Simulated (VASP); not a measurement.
CaO, 2 atoms in the cell. It takes space group Fm-3m (No. 225, cubic). Conventional cell: a = 4.795 Å, b = 4.795 Å, c = 4.795 Å, α = 90.00°, β = 90.00°, γ = 90.00°. Within 3.2 Å of Ca (site symmetry m-3m) lie 6 O at 2.40 Å. O (site symmetry m-3m) has 6 Ca at 2.40 Å within 3.2 Å. 

* Program: VASP 6.6.1
* Task: relaxation of cell and atoms
* Functional: r2SCAN
* Potentials or basis: VASP PAW PBE potentials, release 64 (Ca_sv, O)
* Cutoff: 600 eV
* k mesh: 8 × 8 × 8
* Occupations: gaussian, width 0.01 eV
* Spin: no spin polarisation
* Target pressure: 1 GPa
* Dipole correction: no
* Further INCAR settings: ALGO = Normal; EDIFF = 1e-07; IBRION = 2; EDIFFG = -0.002; NSW = 100; ISIF = 3

Potentials or basis: VASP PAW PBE potentials, release 64 (Ca_sv, O).

The run is started by

```sh
$ cat potpaw_PBE.64/Ca_sv/POTCAR potpaw_PBE.64/O/POTCAR > POTCAR
$ cp INCAR.step1 INCAR
$ mpirun -np 1 vasp_std > vasp.out
$ cp INCAR.step2 INCAR
$ mpirun -np 1 vasp_std > vasp.out
```

Hardware: 1 thread of Intel(R) Xeon(R) 6975P-C (Granite Rapids) (shared host).

**Question.** How long does it take, and how much memory?

**Answer.** Run time: 56 s on 1 thread of Intel(R) Xeon(R) 6975P-C (Granite Rapids), on a shared host, peak memory 0.17 GiB. Counts: k points 29, ion steps 2.
